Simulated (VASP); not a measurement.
# NaH (Fm-3m) in VASP: notebook

Runs on NaH. Level: PBE. Tasks: single point.

Everything below comes from runs of VASP 6.6.1. Logs are shortened: lines on timing, memory, paths and dates and some standing lists are left out, and cuts for length are marked.

## (1) The cell of the first run

Symmetry: Fm-3m, No. 225, cubic system. Conventional cell: a = 4.746 Å, b = 4.746 Å, c = 4.746 Å, α = 90.00°, β = 90.00°, γ = 90.00°. Na (site symmetry m-3m) has 6 H at 2.37 Å within 3.1 Å. H (site symmetry m-3m) has 6 Na at 2.37 Å within 3.1 Å.

## (2) Single point, PBE

Input file INCAR:

```
SYSTEM = NaH
PREC = Accurate
ENCUT = 520
EDIFF = 1E-6
ISMEAR = 0
SIGMA = 0.01
LREAL = .False.
LASPH = .True.
NELM = 100
ALGO = Normal
ISIF = 2
LWAVE = .False.
LCHARG = .True.
GGA = PE
LELF = .True.
LVHAR = .True.
NBANDS = 11
```

Input file KPOINTS:

```
regular mesh
0
Gamma
  8 8 8
  0 0 0
```

Input file POSCAR:

```
NaH
1.0
    0.0000000000      2.3731167360      2.3731167360
    2.3731167360      0.0000000000      2.3731167360
    2.3731167360      2.3731167360      0.0000000000
Na H
1 1
Direct
    0.0000000000      0.0000000000      0.0000000000
    0.5000000000      0.5000000000      0.5000000000
```

Potentials or basis: VASP PAW PBE potentials, release 64 (Na_pv, H).

On the command line:

```console
cat potpaw_PBE.64/Na_pv/POTCAR potpaw_PBE.64/H/POTCAR > POTCAR
mpirun -np 1 vasp_std > vasp.out
```

OUTCAR:

```text
SYSTEM = NaH
   PREC = Accurate
   ENCUT = 520
   EDIFF = 1E-6
   ISMEAR = 0
   LREAL = .False.
   LASPH = .True.
   NELM = 100
   ISIF = 2
   GGA = PE

 ion  position               nearest neighbor table
   1  0.000  0.000  0.000-
   2  0.500  0.500  0.500-

  LATTYP: Found a face centered cubic cell.
 ALAT       =     4.7462334720

  Lattice vectors:

 A1 = (   0.0000000000,   2.3731167360,   2.3731167360)
 A2 = (   2.3731167360,   0.0000000000,   2.3731167360)
 A3 = (   2.3731167360,   2.3731167360,   0.0000000000)

Analysis of symmetry for initial positions (statically):
=====================================================================
 Subroutine PRICEL returns:
 Original cell was already a primitive cell.

 Routine SETGRP: Setting up the symmetry group for a
 face centered cubic supercell.

 Subroutine GETGRP returns: Found 48 space group operations
 (whereof 48 operations were pure point group operations)
 out of a pool of 48 trial point group operations.

The static configuration has the point symmetry O_h .

Analysis of symmetry for dynamics (positions and initial velocities):
=====================================================================
 Subroutine PRICEL returns:
 Original cell was already a primitive cell.

 Routine SETGRP: Setting up the symmetry group for a
 face centered cubic supercell.

 Subroutine GETGRP returns: Found 48 space group operations
 (whereof 48 operations were pure point group operations)
 out of a pool of 48 trial point group operations.

The dynamic configuration has the point symmetry O_h .

 Subroutine INISYM returns: Found 48 space group operations
 (whereof 48 operations are pure point group operations),
 and found     1 'primitive' translations

----------------------------------------------------------------------------------------

                                     Primitive cell

  volume of cell :      26.7293

  direct lattice vectors                    reciprocal lattice vectors
     0.000000000  2.373116736  2.373116736    -0.210693386  0.210693386  0.210693386
     2.373116736  0.000000000  2.373116736     0.210693386 -0.210693386  0.210693386
     2.373116736  2.373116736  0.000000000     0.210693386  0.210693386 -0.210693386

  length of vectors
     3.356093873  3.356093873  3.356093873     0.364931649  0.364931649  0.364931649

  position of ions in fractional coordinates (direct lattice)
     0.000000000  0.000000000  0.000000000
     0.500000000  0.500000000  0.500000000

  ion indices of the primitive-cell ions
[... 79 lines left out ...]
   IBRION =     -1    ionic relax: 0-MD 1-quasi-New 2-CG
   NFREE  =      0    steps in history (QN), initial steepest desc. (CG)
   ISIF   =      2    stress and relaxation
   ISYM   =      2    0-nonsym 1-usesym 2-fastsym
   POTIM  = 0.5000    time-step for ionic-motion
   TEBEG  =    0.0;   TEEND  =   0.0 temperature during run
   PSTRESS=    0.0 pullay stress
   NELECT =       8.0000    total number of electrons
   NUPDOWN=      -1.0000    fix difference up-down
   EMIN   =  10.00;   EMAX   =-10.00  energy-range for DOS
   EFERMI =   0.00;   METHOD = LEGACY
   ISMEAR =     0;   SIGMA  =   0.01  broadening in eV -4-tet -1-fermi 0-gaus
   EFERMI_NEDOS =   21; number of points for ismear=-14 and -15
   IALGO  =     38    algorithm
   IMIX   =      4    mixing-type and parameters
     AMIX     =   0.40;   BMIX     =  1.00
     AMIX_MAG =   1.60;   BMIX_MAG =  1.00
  volume/ion in A,a.u.               =      13.36        90.19
  Fermi-wavevector in a.u.,A,eV,Ry     =   1.095071  2.069385 16.315850  1.199181
  Thomas-Fermi vector in A             =   2.231388
   LORBIT       =      0    0 simple, 1 ext, 2 COOP (PROOUT), +10 PAW based schemes
   GGA     = PE    functional components
   LHFCALC =     F    Hartree Fock is set to
   AEXX    =    0.0000 exact exchange contribution
   IVDW    =     0    specifies the selected vdW correction
   LEPSILON=     F    determine dielectric tensor
   LRPA    =     F    only Hartree local field effects (RPA)
 non-spin polarized calculation
 Gauss-broadening in eV      SIGMA  =   0.01
  energy-cutoff  :      520.00
  volume of cell :       26.73
 maximum number of plane-waves:       730
 NGX is ok and might be reduce to    28
   NGX = 13   NGY = 13   NGZ = 13

 number of electron       7.9999995 magnetization

 Free energy of the ion-electron system (eV)
  ---------------------------------------------------
  ext. energy  EPLUGINS =         0.00000000
  ---------------------------------------------------
  free energy    TOTEN  =        -5.08116962 eV

  energy without entropy =       -5.08116962  energy(sigma->0) =       -5.08116962

 E-fermi :  -0.8705     XC(G=0):  -7.9531

 val. band max:       -0.9365725377   @ k =  -0.2500   0.5000   0.2500
 cond. band min:       2.9150350187   @ k =   0.5000   0.0000   0.0000
 fundamental gap:      3.8516075564
 Fermi energy:        -0.8704976149

 k-point     1 :       0.0000    0.0000    0.0000
  band No.  band energies     occupation
      1     -22.9460      2.00000
      2     -22.9460      2.00000
      3     -22.9460      2.00000
      4      -4.7083      2.00000
      5       9.9666      0.00000
      6      15.0726      0.00000
      7      15.0726      0.00000
      8      15.0726      0.00000
      9      16.0663      0.00000
     10      16.0663      0.00000
     11      16.0663      0.00000
[... 309 lines left out ...]
 k-point    24 :      -0.3750    0.2500    0.1250
  band No.  band energies     occupation
      1     -23.0412      2.00000
      2     -22.9871      2.00000
      3     -22.9683      2.00000
      4      -1.4347      2.00000
      5       3.7256      0.00000
      6       7.0954      0.00000
      7      10.4414      0.00000
      8      14.5157      0.00000
      9      15.7226      0.00000
     10      19.0584      0.00000
     11      21.2324      0.00000

 [... further k-points ...]
[... 5 lines left out ...]
  --------------------------------------------------------------------------------------
  -------------------------------------------------------------------------------------
  Total        0.2257036      0.2257036      0.2257036      0.0000000     -0.0000000     -0.0000000
  in kB       13.5288757     13.5288757     13.5288757      0.0000000     -0.0000000     -0.0000000
  external PRESSURE =      13.5288757 kB  Pullay stress =       0.0000000 kB

 VOLUME and BASIS-vectors are now :
 -----------------------------------------------------------------------------
  energy-cutoff  :      520.00
  volume of cell :       26.73
      direct lattice vectors                 reciprocal lattice vectors
     0.000000000  2.373116736  2.373116736    -0.210693386  0.210693386  0.210693386
     2.373116736  0.000000000  2.373116736     0.210693386 -0.210693386  0.210693386
     2.373116736  2.373116736  0.000000000     0.210693386  0.210693386 -0.210693386

 POSITION                                       TOTAL-FORCE (eV/Angst)
 -----------------------------------------------------------------------------------
      0.00000      0.00000      0.00000         0.000000      0.000000     -0.000000
      2.37312      2.37312      2.37312        -0.000000     -0.000000      0.000000
 -----------------------------------------------------------------------------------
    total drift:                               -0.000000     -0.000000     -0.000000

  FREE ENERGIE OF THE ION-ELECTRON SYSTEM (eV)
  ---------------------------------------------------
  free  energy   TOTEN  =        -5.0811696199 eV

  energy  without entropy=       -5.0811696199  energy(sigma->0) =       -5.08116962
```

stdout:

```text
POSCAR found type information on POSCAR NaH
 POSCAR found :  2 types and       2 ions
 scaLAPACK will be used
 LDA part: xc-table for (Slater+PW92), standard interpolation
 POSCAR, INCAR and KPOINTS ok, starting setup
 FFT: planning ... GRIDC
 FFT: planning ... GRID_SOFT
 FFT: planning ... GRID
 WAVECAR not read
 entering main loop
```

Run time: 17 s. Hardware: 1 thread of Intel Xeon 8259CL, shared host; peak memory 0.15 GiB.

What came out:

* Free energy: -5.0812 eV
* Pressure: 1.4 GPa
* Band gap on the k mesh: 3.85 eV, indirect (least direct gap 4.73 eV)

Levels at points of the mesh, in eV from the valence-band top:
```tsv
k point	band 1	band 2	band 3	band 4	band 5	band 6	band 7	band 8
(0.00, 0.00, 0.00)	-22.01	-22.01	-22.01	-3.77	10.90	16.01	16.01	16.01
(0.50, 0.00, 0.00)	-22.12	-22.02	-22.02	-0.88	3.85	11.16	13.72	13.72
(0.50, 0.50, 0.00)	-22.11	-22.05	-22.05	-0.19	4.75	10.24	11.01	11.01
```

## (3) Single point, PBE

This run uses another cell than the first one, of 13.75 Å³/atom, 1.029 times its volume.

Input file INCAR:

```
SYSTEM = NaH
PREC     = Accurate       ! precision mode
ENCUT    = 520            ! plane-wave cutoff, eV
EDIFF    = 1E-7           ! SCF threshold, eV
ISMEAR   = 0              ! smearing method
SIGMA    = 0.01           ! smearing width, eV
LREAL    = .FALSE.        ! projectors in reciprocal space
LASPH    = .TRUE.         ! aspherical terms in the spheres
NELM     = 100            ! most SCF steps
ALGO     = Normal         ! electronic algorithm
ISIF     = 2              ! what is computed and relaxed
LWAVE    = .FALSE.        ! write WAVECAR
LCHARG   = .FALSE.        ! write CHGCAR
GGA      = PE             ! functional
NBANDS   = 11             ! bands
```

Input file KPOINTS:

```
regular mesh
0
G
  8 8 8
  0 0 0
```

Input file POSCAR:

```
NaH
1.0
    0.0000000000      2.3958273670      2.3958273670
    2.3958273670      0.0000000000      2.3958273670
    2.3958273670      2.3958273670      0.0000000000
Na H
1 1
Direct
    0.0000000000      0.0000000000      0.0000000000
    0.5000000000      0.5000000000      0.5000000000
```

Potentials or basis: VASP PAW PBE potentials, release 64 (Na_pv, H).

On the command line:

```console
cat potpaw_PBE.64/Na_pv/POTCAR potpaw_PBE.64/H/POTCAR > POTCAR
mpirun -np 1 vasp_std > vasp.out
```

Run time: 17 s. Hardware: 1 thread of Intel Xeon 8259CL, shared host; peak memory 0.15 GiB.

The run converged. Its results:

```yaml
Free_energy: -5.0862 eV
Pressure: 0.6 GPa
Band_gap_on_the_k_mesh: 3.80 eV, indirect (least direct gap 4.67 eV)
```

Levels at points of the mesh, in eV from the valence-band top:
```tsv
k point	band 2	band 3	band 4	band 5	band 6	band 7
(0.00, 0.00, 0.00)	-22.06	-22.06	-3.69	10.64	15.79	15.79
(0.50, 0.00, 0.00)	-22.07	-22.07	-0.87	3.80	10.96	13.54
(0.50, 0.50, 0.00)	-22.09	-22.09	-0.18	4.69	10.13	10.83
```

A k mesh can miss the band edges. PBE gaps usually lie below the measured ones, often by a third to a half.

## (4) Single point, PBE

This run uses another cell than the first one, of 14.14 Å³/atom, 1.058 times its volume.

Input file INCAR:

```
SYSTEM = NaH
PREC     = Accurate       ! precision mode
ENCUT    = 520            ! plane-wave cutoff, eV
EDIFF    = 1E-6           ! SCF threshold, eV
ISMEAR   = 0              ! smearing method
SIGMA    = 0.01           ! smearing width, eV
LREAL    = .False.        ! projectors in reciprocal space
LASPH    = .True.         ! aspherical terms in the spheres
NELM     = 80             ! most SCF steps
ALGO     = Normal         ! electronic algorithm
ISIF     = 2              ! what is computed and relaxed
LWAVE    = .False.        ! write WAVECAR
LCHARG   = .False.        ! write CHGCAR
GGA      = PE             ! functional
NBANDS   = 11             ! bands
```

Input file KPOINTS:

```
Automatic mesh
0
Gamma
  8 8 8
  0 0 0
```

Input file POSCAR:

```
NaH
1.0
    0.0000000000      2.4181154130      2.4181154130
    2.4181154130      0.0000000000      2.4181154130
    2.4181154130      2.4181154130      0.0000000000
Na H
1 1
Direct
    0.0000000000      0.0000000000      0.0000000000
    0.5000000000      0.5000000000      0.5000000000
```

Potentials or basis: VASP PAW PBE potentials, release 64 (Na_pv, H).

On the command line:

```console
cat potpaw_PBE.64/Na_pv/POTCAR potpaw_PBE.64/H/POTCAR > POTCAR
mpirun -np 1 vasp_std > vasp.out
```

OUTCAR:

```text
SYSTEM = NaH
   PREC = Accurate
   ENCUT = 520
   EDIFF = 1E-6
   ISMEAR = 0
   LREAL = .False.
   LASPH = .True.
   NELM = 80
   ISIF = 2
   GGA = PE

 ion  position               nearest neighbor table
   1  0.000  0.000  0.000-
   2  0.500  0.500  0.500-

  LATTYP: Found a face centered cubic cell.
 ALAT       =     4.8362308260

  Lattice vectors:

 A1 = (   0.0000000000,   2.4181154130,   2.4181154130)
 A2 = (   2.4181154130,   0.0000000000,   2.4181154130)
 A3 = (   2.4181154130,   2.4181154130,   0.0000000000)

Analysis of symmetry for initial positions (statically):
=====================================================================
 Subroutine PRICEL returns:
 Original cell was already a primitive cell.

 Routine SETGRP: Setting up the symmetry group for a
 face centered cubic supercell.

 Subroutine GETGRP returns: Found 48 space group operations
 (whereof 48 operations were pure point group operations)
 out of a pool of 48 trial point group operations.

The static configuration has the point symmetry O_h .

Analysis of symmetry for dynamics (positions and initial velocities):
=====================================================================
 Subroutine PRICEL returns:
 Original cell was already a primitive cell.

 Routine SETGRP: Setting up the symmetry group for a
 face centered cubic supercell.

 Subroutine GETGRP returns: Found 48 space group operations
 (whereof 48 operations were pure point group operations)
 out of a pool of 48 trial point group operations.

The dynamic configuration has the point symmetry O_h .

 Subroutine INISYM returns: Found 48 space group operations
 (whereof 48 operations are pure point group operations),
 and found     1 'primitive' translations

----------------------------------------------------------------------------------------

                                     Primitive cell

  volume of cell :      28.2788

[... 110 lines left out ...]
  Fermi-wavevector in a.u.,A,eV,Ry     =   1.074693  2.030876 15.714257  1.154965
  Thomas-Fermi vector in A             =   2.210529
   LORBIT       =      0    0 simple, 1 ext, 2 COOP (PROOUT), +10 PAW based schemes
   GGA     = PE    functional components
   LHFCALC =     F    Hartree Fock is set to
   AEXX    =    0.0000 exact exchange contribution
   IVDW    =     0    specifies the selected vdW correction
   LEPSILON=     F    determine dielectric tensor
   LRPA    =     F    only Hartree local field effects (RPA)
 non-spin polarized calculation
 Gauss-broadening in eV      SIGMA  =   0.01
  energy-cutoff  :      520.00
  volume of cell :       28.28
 maximum number of plane-waves:       778
 NGX is ok and might be reduce to    28
   NGX = 13   NGY = 13   NGZ = 13

 number of electron       8.0000000 magnetization

 Free energy of the ion-electron system (eV)
  ---------------------------------------------------
  ext. energy  EPLUGINS =         0.00000000
  ---------------------------------------------------
  free energy    TOTEN  =        -5.08762342 eV

  energy without entropy =       -5.08762342  energy(sigma->0) =       -5.08762342

 E-fermi :  -0.9859     XC(G=0):  -7.7622

 val. band max:       -1.1209181437   @ k =  -0.2500   0.5000   0.2500
 cond. band min:       2.6355070064   @ k =   0.5000   0.0000   0.0000
 fundamental gap:      3.7564251501
 Fermi energy:        -0.9859102022

 k-point     1 :       0.0000    0.0000    0.0000
  band No.  band energies     occupation
      1     -23.2274      2.00000
      2     -23.2274      2.00000
      3     -23.2274      2.00000
      4      -4.7320      2.00000
      5       9.2770      0.00000
      6      14.4641      0.00000
      7      14.4641      0.00000
      8      14.4641      0.00000
      9      15.3165      0.00000
     10      15.3165      0.00000
     11      15.3165      0.00000
[... 309 lines left out ...]
 k-point    24 :      -0.3750    0.2500    0.1250
  band No.  band energies     occupation
      1     -23.3060      2.00000
      2     -23.2616      2.00000
      3     -23.2460      2.00000
      4      -1.6030      2.00000
      5       3.4183      0.00000
      6       6.6895      0.00000
      7       9.8807      0.00000
      8      13.7777      0.00000
      9      15.0059      0.00000
     10      18.2210      0.00000
     11      20.3191      0.00000

 [... further k-points ...]
[... 5 lines left out ...]
  --------------------------------------------------------------------------------------
  -------------------------------------------------------------------------------------
  Total       -0.0156714     -0.0156714     -0.0156714      0.0000000      0.0000000      0.0000000
  in kB       -0.8878885     -0.8878885     -0.8878885      0.0000000      0.0000000      0.0000000
  external PRESSURE =      -0.8878885 kB  Pullay stress =       0.0000000 kB

 VOLUME and BASIS-vectors are now :
 -----------------------------------------------------------------------------
  energy-cutoff  :      520.00
  volume of cell :       28.28
      direct lattice vectors                 reciprocal lattice vectors
     0.000000000  2.418115413  2.418115413    -0.206772595  0.206772595  0.206772595
     2.418115413  0.000000000  2.418115413     0.206772595 -0.206772595  0.206772595
     2.418115413  2.418115413  0.000000000     0.206772595  0.206772595 -0.206772595

 POSITION                                       TOTAL-FORCE (eV/Angst)
 -----------------------------------------------------------------------------------
      0.00000      0.00000      0.00000         0.000000      0.000000     -0.000000
      2.41812      2.41812      2.41812        -0.000000     -0.000000      0.000000
 -----------------------------------------------------------------------------------
    total drift:                               -0.000000     -0.000000     -0.000000

  FREE ENERGIE OF THE ION-ELECTRON SYSTEM (eV)
  ---------------------------------------------------
  free  energy   TOTEN  =        -5.0876234231 eV

  energy  without entropy=       -5.0876234231  energy(sigma->0) =       -5.08762342
```

stdout:

```text
POSCAR found type information on POSCAR NaH
 POSCAR found :  2 types and       2 ions
 scaLAPACK will be used
 LDA part: xc-table for (Slater+PW92), standard interpolation
 POSCAR, INCAR and KPOINTS ok, starting setup
 FFT: planning ... GRIDC
 FFT: planning ... GRID_SOFT
 FFT: planning ... GRID
 WAVECAR not read
 entering main loop
```

Run time: 12 s. Hardware: 1 thread of Intel Xeon 8259CL, shared host; peak memory 0.15 GiB.

Results:

| Property | Result |
| --- | --- |
| Free energy | -5.0876 eV |
| Pressure | -0.1 GPa |
| Band gap on the k mesh | 3.76 eV, indirect (least direct gap 4.61 eV) |

Levels at points of the mesh, in eV from the valence-band top:
```tsv
k point	band 1	band 2	band 3	band 4	band 5	band 6	band 7	band 8	band 9
(0.00, 0.00, 0.00)	-22.11	-22.11	-22.11	-3.61	10.40	15.59	15.59	15.59	16.44
(0.50, 0.00, 0.00)	-22.20	-22.12	-22.12	-0.85	3.76	10.77	13.37	13.37	16.35
(0.50, 0.50, 0.00)	-22.19	-22.14	-22.14	-0.18	4.63	10.02	10.66	10.66	11.74
```

A k mesh can miss the band edges. A hybrid or GW would open this gap; PBE tends to underestimate it.

## (5) Overview

```tsv
cell	gap on the mesh (eV)	pressure (GPa)
a = 3.356 Å, angles 60.0°, 2 atoms	3.85	1.4
a = 3.388 Å, angles 60.0°, 2 atoms	3.80	0.6
a = 3.420 Å, angles 60.0°, 2 atoms	3.76	-0.1
```

Alike in all rows: task single point; level PBE; potentials or basis VASP PAW PBE potentials, release 64 (Na_pv, H); no spin polarisation; k mesh 8 × 8 × 8; cutoff (eV) 520; smearing gaussian 0.01 eV.

Total energies depend on the potentials used, so only differences within one code and one set of settings carry meaning.
